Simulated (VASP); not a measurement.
Write the native input for VASP 6.6.1 that does the following.

- Task: relaxation of cell and atoms
- Functional: LDA
- Potentials or basis: VASP PAW LDA potentials, release 64 (Cu)
- Cutoff: 600 eV
- k mesh: 19 × 19 × 19
- Occupations: fermi-dirac, width 0.08 eV
- Spin: no spin polarisation
- Dipole correction: no
- Further INCAR settings: ALGO = Normal; EDIFF = 1e-06; IBRION = 2; EDIFFG = -0.005; NSW = 60; ISIF = 3

The structure of Cu lies in POSCAR:

```
Cu
1.0
   -1.3959919376      1.3959919376      1.3959919376
    1.3959919376     -1.3959919376      1.3959919376
    1.3959919376      1.3959919376     -1.3959919376
Cu
1
Direct
    0.0000000000      0.0000000000      0.0000000000
```

These files were run (other wordings do the same):

INCAR

```
ALGO = Normal
EDIFF = 1E-6
EDIFFG = -0.005
ENCUT = 600
GGA = CA
IBRION = 2
ISIF = 3
ISMEAR = -1
LASPH = True
LCHARG = False
LREAL = False
LWAVE = False
NELM = 100
NSW = 60
PREC = Accurate
SIGMA = 0.08
```

KPOINTS

```
k-points
0
Gamma
  19 19 19
```

Potentials or basis: VASP PAW LDA potentials, release 64 (Cu).

Command:

```console
$ cat potpaw_LDA.64/Cu/POTCAR > POTCAR
$ mpirun -np 1 vasp_std > vasp.out
```

It gave:

- Relaxed volume: 10.98 Å³/atom
- Relaxed cell: a = 2.425 Å, b = 2.425 Å, c = 2.425 Å, α = 109.47°, β = 109.47°, γ = 109.47°
- Space group after relaxing (to 0.05 Å): Im-3m (No. 229)
- Energy gained by relaxing: 0.6 meV/atom
- Ionic steps: 5
- Pressure after relaxing: 0.1 GPa

Wall time 34 s on 1 thread of Intel Xeon 6975P-C, on a shared host, peak memory 0.15 GiB.
